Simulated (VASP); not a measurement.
Write the native input for VASP 6.6.1 that does the following.

```
Task                   : single point
Functional             : LDA
Potentials or basis    : VASP PAW LDA potentials, release 64 (Ir)
Cutoff                 : 520 eV
k mesh                 : 21 × 21 × 12
Occupations            : gaussian, width 0.15 eV
Spin                   : no spin polarisation
Dipole correction      : no
Further INCAR settings : ALGO = Fast; EDIFF = 1e-06; NBANDS = 16
```

The structure of Ir lies in POSCAR:

```
Ir
1.0
    2.7583201541      0.0000000000      0.0000000000
   -1.3791600771      2.3887753253      0.0000000000
    0.0000000000      0.0000000000      4.4722974870
Ir
2
Direct
    0.6666666667      0.3333333333      0.7500000000
    0.3333333333      0.6666666667      0.2500000000
```

The input as run:

INCAR

```
ALGO = Fast
EDIFF = 1E-6
ENCUT = 520
ISIF = 2
ISMEAR = 0
LASPH = T
LCHARG = F
LREAL = F
LWAVE = F
NBANDS = 16
NELM = 60
PREC = Accurate
SIGMA = 0.15
```

KPOINTS

```
k-points
0
Gamma
  21 21 12
```

Potentials or basis: VASP PAW LDA potentials, release 64 (Ir).

Run with:

```console
$ cat potpaw_LDA.64/Ir/POTCAR > POTCAR
$ mpirun -np 1 vasp_std > vasp.out
```

Results of the run:

```
Pressure               : -18.0 GPa
Band gap on the k mesh : zero (band 9 reaches 10.62 eV, above the bottom of band 10 at 7.51 eV)
```

Caveat: spin-orbit coupling is left out, which moves the levels of the heavy elements.

It took 110 s on 1 thread of Intel(R) Xeon(R) Platinum 8488C (Sapphire Rapids), on a shared host, peak memory 0.25 GiB.
